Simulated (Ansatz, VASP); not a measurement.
Two plane-wave programs on As

File INCAR:

```
SYSTEM = As
PREC     = Accurate       ! precision mode
ENCUT    = 600            ! plane-wave cutoff, eV
EDIFF    = 1E-6           ! SCF threshold, eV
ISMEAR   = 0              ! smearing method
SIGMA    = 0.1            ! smearing width, eV
LREAL    = .FALSE.        ! projectors in reciprocal space
LASPH    = .TRUE.         ! aspherical terms in the spheres
NELM     = 80             ! most SCF steps
ALGO     = Normal         ! electronic algorithm
ISIF     = 3              ! what is computed and relaxed
LWAVE    = .FALSE.        ! write WAVECAR
LCHARG   = .FALSE.        ! write CHGCAR
GGA      = PS             ! functional
IBRION   = 2              ! ionic algorithm
NSW      = 100            ! ionic steps
EDIFFG   = -0.01          ! ionic threshold
```

Contents of KPOINTS:

```
Automatic mesh
0
G
  12 12 10
  0 0 0
```

POSCAR

```
As
1.0
    4.3933278821      0.0000000000      0.0000000000
   -2.1966639410      3.8047335530      0.0000000000
    0.0000000000      0.0000000000      5.4094698599
As
4
Direct
    0.0000000000      0.0000000000      0.2500000000
    0.0000000000      0.0000000000      0.7500000000
    0.3333333333      0.6666666667      0.7500000000
    0.6666666667      0.3333333333      0.2500000000
```

Input for Ansatz:

```yaml
crystal:
  lattice:
    - [4.3933278821, 0.0, 0.0]
    - [-2.196663941, 3.804733553, 0.0]
    - [0.0, 0.0, 5.4094698599]
  atoms:
    - { symbol: As, position: [0.0, 0.0, 0.25] }
    - { symbol: As, position: [0.0, 0.0, 0.75] }
    - { symbol: As, position: [0.3333333333, 0.6666666667, 0.75] }
    - { symbol: As, position: [0.6666666667, 0.3333333333, 0.25] }
basis:
  ecutwfc: 420
kpoints:
  mp_grid: { grid: [12, 12, 10] }
hamiltonian:
  xc: pbesol
scf:
  occupations: { method: gaussian, width: 0.1 }
output:
  forces: true
  stress: true
  eigenvalues: true
relax:
  adjacent_minimum: "off"
  f_tol: 0.01
  max_steps: 80
  cell: { stress_tol: 0.05 }
```

Alike in both runs: task relaxation of cell and atoms; functional PBEsol; k mesh 12 × 12 × 10; occupations gaussian, width 0.1 eV; no spin polarisation.

|  | VASP | Ansatz |
| --- | --- | --- |
| version | VASP 6.6.1 | Ansatz 0.2.0 |
| potentials or method | VASP PAW PBE potentials, release 64 (As), cutoff 600 eV | scalar-relativistic, plane waves, PAW |
| valence electrons in the cell | 20 | 60 |

VASP gave:

| Property | Result |
| --- | --- |
| gap on the k mesh at the Fermi level, each at its own relaxed structure (eV) | none |
| relaxed volume (Å³/atom) | 22.62 |
| relaxed cell length with the largest relative difference (Å) | 4.431 |

Q: Which values does Ansatz return?

A: gap on the k mesh at the Fermi level, each at its own relaxed structure (eV): none; relaxed volume (Å³/atom): 22.50; relaxed cell length with the largest relative difference (Å): 4.422.

VASP's potentials were made for PBE, not for PBEsol. A gap of «none» marks a metal or a gap that the smearing closes. VASP's potentials hold 20 valence electrons a cell and Ansatz's 60, so a difference there can come from the potentials and not from the codes.
